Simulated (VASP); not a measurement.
# S (P3_121) in VASP: single point with PBE

Aim: the single point of S with PBE.

Program: VASP 6.6.1. These are calculated values, not measurements. Logs are shortened: lines on timing, memory, paths and dates and some standing lists are left out, and cuts for length are marked.

## 1. The cell of the first run

Symmetry: P3_121, No. 152, trigonal system. The conventional cell has a = 3.850 Å, b = 3.850 Å, c = 5.121 Å, α = 90.00°, β = 90.00°, γ = 120.00°. S (site symmetry 2) has 6 S at 2.48 to 3.00 Å within 3.3 Å.

## 2. Single point, PBE

The input, POSCAR:

```
S
1.0
    3.8502920000      0.0000000000      0.0000000000
   -1.9251460000      3.3344530000      0.0000000000
    0.0000000000      0.0000000000      5.1210440000
S
3
Direct
    0.2690000000      0.0000000000      0.3333000000
    0.0000000000      0.2690000000      0.6666300000
    0.7310000000      0.7310000000      0.9999700000
```

The input, INCAR.step1:

```
ALGO = Normal ; EDIFF = 1E-7
ENCUT = 520 ; GGA = PE
ISIF = 2 ; ISMEAR = -1
LASPH = True ; LCHARG = True
LREAL = False ; LWAVE = False
NBANDS = 16 ; NELM = 80
PREC = Accurate ; SIGMA = 0.1
```

The input, KPOINTS.step1:

```
k-points
0
Gamma
  10 10 7
```

The input, INCAR.step2:

```
ALGO = Normal ; EDIFF = 1E-7
ENCUT = 520 ; GGA = PE
ICHARG = 11 ; ISIF = 2
ISMEAR = -5 ; LASPH = True
LCHARG = False ; LORBIT = 11
LREAL = False ; LWAVE = False
NEDOS = 2001 ; NELM = 80
PREC = Accurate ; SIGMA = 0.1
```

The input, KPOINTS.step2:

```
k-points
0
Gamma
  15 15 11
```

Potentials or basis: VASP PAW PBE potentials, release 64 (S).

The run is started by

```console
$ cat potpaw_PBE.64/S/POTCAR > POTCAR
$ cp INCAR.step1 INCAR
$ cp KPOINTS.step1 KPOINTS
$ mpirun -np 1 vasp_std > vasp.out
$ cp INCAR.step2 INCAR
$ cp KPOINTS.step2 KPOINTS
$ mpirun -np 1 vasp_std > vasp.out
```

OUTCAR:

```text
EDIFF = 1E-7
   ENCUT = 520
   GGA = PE
   ICHARG = 11
   ISIF = 2
   ISMEAR = -5
   LASPH = True
   LORBIT = 11
   LREAL = False
   NELM = 80
   PREC = Accurate

 ion  position               nearest neighbor table
   1  0.269  0.000  0.333-   2 2.48   3 2.48
   2  0.000  0.269  0.667-   1 2.48   3 2.48
   3  0.731  0.731  1.000-   1 2.48   2 2.48

  LATTYP: Found a hexagonal cell.
 ALAT       =     3.8502920000
 C/A-ratio  =     1.3300404229

  Lattice vectors:

 A1 = (   3.8502920000,   0.0000000000,   0.0000000000)
 A2 = (  -1.9251460000,   3.3344530000,   0.0000000000)
 A3 = (   0.0000000000,   0.0000000000,   5.1210440000)

Analysis of symmetry for initial positions (statically):
=====================================================================
 Subroutine PRICEL returns:
 Original cell was already a primitive cell.

 Routine SETGRP: Setting up the symmetry group for a
 hexagonal supercell.

 Subroutine GETGRP returns: Found  2 space group operations
 (whereof  1 operations were pure point group operations)
 out of a pool of 24 trial point group operations.

The static configuration has the point symmetry C_1 .
 The point group associated with its full space group is C_2 .

Analysis of symmetry for dynamics (positions and initial velocities):
=====================================================================
 Subroutine PRICEL returns:
 Original cell was already a primitive cell.

 Routine SETGRP: Setting up the symmetry group for a
 hexagonal supercell.

 Subroutine GETGRP returns: Found  2 space group operations
 (whereof  1 operations were pure point group operations)
 out of a pool of 24 trial point group operations.

The dynamic configuration has the point symmetry C_1 .
 The point group associated with its full space group is C_2 .

 Subroutine INISYM returns: Found  2 space group operations
 (whereof  1 operations are pure point group operations),
 and found     1 'primitive' translations

----------------------------------------------------------------------------------------

                                     Primitive cell

  volume of cell :      65.7471

  direct lattice vectors                    reciprocal lattice vectors
     3.850292000  0.000000000  0.000000000     0.259720561  0.149949632  0.000000000
    -1.925146000  3.334453000  0.000000000     0.000000000  0.299899264  0.000000000
     0.000000000  0.000000000  5.121044000     0.000000000  0.000000000  0.195272683

  length of vectors
     3.850292000  3.850294006  5.121044000     0.299899420  0.299899264  0.195272683

  position of ions in fractional coordinates (direct lattice)
     0.269000000  0.000000000  0.333300000
     0.000000000  0.269000000  0.666630000
     0.731000000  0.731000000  0.999970000

  ion indices of the primitive-cell ions
   primitive index   ion index
                 1           1
                 2           2
                 3           3

----------------------------------------------------------------------------------------

 KPOINTS: k-points

Automatic generation of k-mesh.
 Grid dimensions read from file:
 generate k-points for:   15   15   11

 Generating k-lattice:

  Cartesian coordinates                     Fractional coordinates (reciprocal lattice)
     0.017314704  0.009996642  0.000000000     0.066666667  0.000000000  0.000000000
     0.000000000  0.019993284  0.000000000     0.000000000  0.066666667  0.000000000
     0.000000000  0.000000000  0.017752062     0.000000000  0.000000000  0.090909091

  Length of vectors
     0.019993295  0.019993284  0.017752062

  Shift w.r.t. Gamma in fractional coordinates (k-lattice)
     0.000000000  0.000000000  0.000000000

 TETIRR: Found   7407 inequivalent tetrahedra from    14850

 Subroutine IBZKPT returns following result:
 ===========================================

 Found    664 irreducible k-points:

 Following reciprocal coordinates:
            Coordinates               Weight
  0.000000  0.000000  0.000000      1.000000
  0.066667  0.000000  0.000000      4.000000
  0.000000  0.066667  0.000000      2.000000
  0.133333  0.000000  0.000000      4.000000
  0.000000  0.133333  0.000000      2.000000
  0.200000 -0.000000  0.000000      4.000000
[... 16 lines left out ...]
 -0.266667  0.200000  0.000000      4.000000
  0.266667  0.066667  0.000000      4.000000
 [... further k-points ...]
   k-points           NKPTS =    664   k-points in BZ     NKDIM =    664   number of bands    NBANDS=     13
   number of dos      NEDOS =   2001   number of ions     NIONS =      3
   total plane-waves  NPLWV =  36000
   dimension x,y,z NGX =    30 NGY =   30 NGZ =   40
   dimension x,y,z NGXF=    60 NGYF=   60 NGZF=   80
   ions per type =               3
   NGX,Y,Z   is equivalent  to a cutoff of  12.95, 12.95, 12.99 a.u.
   NGXF,Y,Z  is equivalent  to a cutoff of  25.91, 25.91, 25.97 a.u.
 SYSTEM =  unknown system
   PREC   = accura    normal or accurate (medium, high low for compatibility)
   ISTART =      0    job   : 0-new  1-cont  2-samecut
   ICHARG =     11    charge: 1-file 2-atom 10-const
   ISPIN  =      1    spin polarized calculation?
   LNONCOLLINEAR =      F non collinear calculations
   LSORBIT =      F    spin-orbit coupling
   LASPH  =      T    aspherical Exc in radial PAW
   ENCUT  =  520.0 eV  38.22 Ry    6.18 a.u.   7.16  7.16  9.52*2*pi/ulx,y,z
   NELM   =     80;   NELMIN=  2; NELMDL=  0     # of ELM steps
   EDIFF  = 0.1E-06   stopping-criterion for ELM
   LREAL  =      F    real-space projection
   EDIFFG = 0.1E-05   stopping-criterion for IOM
   NSW    =      0    number of steps for IOM
   IBRION =     -1    ionic relax: 0-MD 1-quasi-New 2-CG
   NFREE  =      0    steps in history (QN), initial steepest desc. (CG)
   ISIF   =      2    stress and relaxation
   ISYM   =      2    0-nonsym 1-usesym 2-fastsym
   POTIM  = 0.5000    time-step for ionic-motion
   TEBEG  =    0.0;   TEEND  =   0.0 temperature during run
   PSTRESS=    0.0 pullay stress
   NELECT =      18.0000    total number of electrons
   NUPDOWN=      -1.0000    fix difference up-down
   EMIN   =  10.00;   EMAX   =-10.00  energy-range for DOS
   EFERMI =   0.00;   METHOD = LEGACY
   ISMEAR =    -5;   SIGMA  =   0.10  broadening in eV -4-tet -1-fermi 0-gaus
   EFERMI_NEDOS =   21; number of points for ismear=-14 and -15
   IALGO  =     38    algorithm
   IMIX   =      4    mixing-type and parameters
     AMIX     =   0.40;   BMIX     =  1.00
     AMIX_MAG =   1.60;   BMIX_MAG =  1.00
  volume/ion in A,a.u.               =      21.92       147.89
  Fermi-wavevector in a.u.,A,eV,Ry     =   1.063017  2.008810 15.374644  1.130004
  Thomas-Fermi vector in A             =   2.198487
   LORBIT       =     11    0 simple, 1 ext, 2 COOP (PROOUT), +10 PAW based schemes
   GGA     = PE    functional components
   LHFCALC =     F    Hartree Fock is set to
   AEXX    =    0.0000 exact exchange contribution
   IVDW    =     0    specifies the selected vdW correction
   LEPSILON=     F    determine dielectric tensor
   LRPA    =     F    only Hartree local field effects (RPA)
 non-spin polarized calculation
 Fermi weights with tetrahedron method with Bloechl corrections
  energy-cutoff  :      520.00
  volume of cell :       65.75
 maximum number of plane-waves:      1797
 NGX is ok and might be reduce to    30

 number of electron      17.9999999 magnetization

 Free energy of the ion-electron system (eV)
  ---------------------------------------------------
  ext. energy  EPLUGINS =         0.00000000
  ---------------------------------------------------
  free energy    TOTEN  =       -10.62188140 eV

  energy without entropy =      -10.62188140  energy(sigma->0) =      -10.62188140

 E-fermi :   3.6607     XC(G=0):  -9.3932

 val. band max:        3.6539333961   @ k =   0.3333   0.3333   0.4545
 cond. band min:       4.0892027440   @ k =   0.3333   0.3333   0.4545
 fundamental gap:      0.4352693479
 Fermi energy:         3.6607372069

 k-point     1 :       0.0000    0.0000    0.0000
  band No.  band energies     occupation
      1     -11.2874      2.00000
      2      -7.6032      2.00000
      3      -7.6031      2.00000
      4       0.6403      2.00000
      5       0.7999      2.00000
      6       0.7999      2.00000
      7       2.1469      2.00000
      8       2.1469      2.00000
      9       2.9676      2.00000
     10       4.7481      0.00000
     11       4.7482      0.00000
     12       5.3826      0.00000
     13      10.8162      0.00000

 k-point     2 :       0.0667    0.0000    0.0000
  band No.  band energies     occupation
      1     -11.2515      2.00000
      2      -7.6122      2.00000
      3      -7.5953      2.00000
      4       0.3395      2.00000
      5       0.6235      2.00000
      6       0.7985      2.00000
      7       2.2322      2.00000
      8       2.4017      2.00000
      9       3.0292      2.00000
     10       4.6424      0.00000
     11       4.7315      0.00000
     12       5.3335      0.00000
     13      10.8265      0.00000
[... 321 lines left out ...]
 k-point    23 :      -0.2667    0.2000    0.0000
  band No.  band energies     occupation
      1     -10.8433      2.00000
      2      -7.7767      2.00000
      3      -7.5272      2.00000
      4      -0.8663      2.00000
      5      -0.3568      2.00000
      6       0.5136      2.00000
      7       2.3022      2.00000
      8       2.5701      2.00000
      9       2.9877      2.00000
     10       4.6267      0.00000
     11       4.9850      0.00000
     12       5.3929      0.00000
     13       9.8452      0.00000

 k-point    24 :       0.2667    0.0667    0.0000
  band No.  band energies     occupation
      1     -10.5994      2.00000
      2      -7.9341      2.00000
      3      -7.4905      2.00000
      4      -1.1182      2.00000
      5      -0.5790      2.00000
      6       0.2982      2.00000
      7       1.7699      2.00000
      8       2.4964      2.00000
      9       2.8978      2.00000
     10       4.7193      0.00000
     11       5.0630      0.00000
     12       5.8637      0.00000
     13       9.3741      0.00000

 [... further k-points ...]

------------------------ aborting loop because EDIFF is reached ----------------------------------------

  FORCE on cell =-STRESS in cart. coord.  units (eV):
  Direction    XX          YY          ZZ          XY          YZ          ZX
  --------------------------------------------------------------------------------------
  -------------------------------------------------------------------------------------
  Total       -3.4301889     -3.4300988     -6.4262465      0.0000000     -0.0000009      0.0000000
  in kB      -83.5895235    -83.5873277   -156.5997935      0.0000000     -0.0000230      0.0000000
  external PRESSURE =    -107.9255482 kB  Pullay stress =       0.0000000 kB

 VOLUME and BASIS-vectors are now :
 -----------------------------------------------------------------------------
  energy-cutoff  :      520.00
  volume of cell :       65.75
      direct lattice vectors                 reciprocal lattice vectors
     3.850292000  0.000000000  0.000000000     0.259720561  0.149949632  0.000000000
    -1.925146000  3.334453000  0.000000000     0.000000000  0.299899264  0.000000000
     0.000000000  0.000000000  5.121044000     0.000000000  0.000000000  0.195272683

 POSITION                                       TOTAL-FORCE (eV/Angst)
 -----------------------------------------------------------------------------------
      1.03573      0.00000      1.70684        -1.716572      0.000000      0.000000
     -0.51786      0.89697      3.41384         0.858286     -1.486503      0.000077
      1.40728      2.43749      5.12089         0.858286      1.486503     -0.000077
 -----------------------------------------------------------------------------------
    total drift:                                0.000004      0.000001     -0.000000

  FREE ENERGIE OF THE ION-ELECTRON SYSTEM (eV)
  ---------------------------------------------------
  free  energy   TOTEN  =       -10.6218814005 eV

  energy  without entropy=      -10.6218814005  energy(sigma->0) =      -10.62188140

 total charge

# of ion       s       p       d       tot
------------------------------------------
    1        1.422   2.050   0.000   3.472
    2        1.422   2.050   0.000   3.472
    3        1.422   2.050   0.000   3.472
--------------------------------------------------
tot          4.267   6.150   0.000  10.417
```

It took 6.6 min on 1 thread of Intel Xeon Platinum 8259CL at 2.50GHz (Skylake/Cascade Lake), shared host; peak memory 0.5 GiB.

Results:

```
Valence electrons inside the program's atomic spheres : S 3.47
```
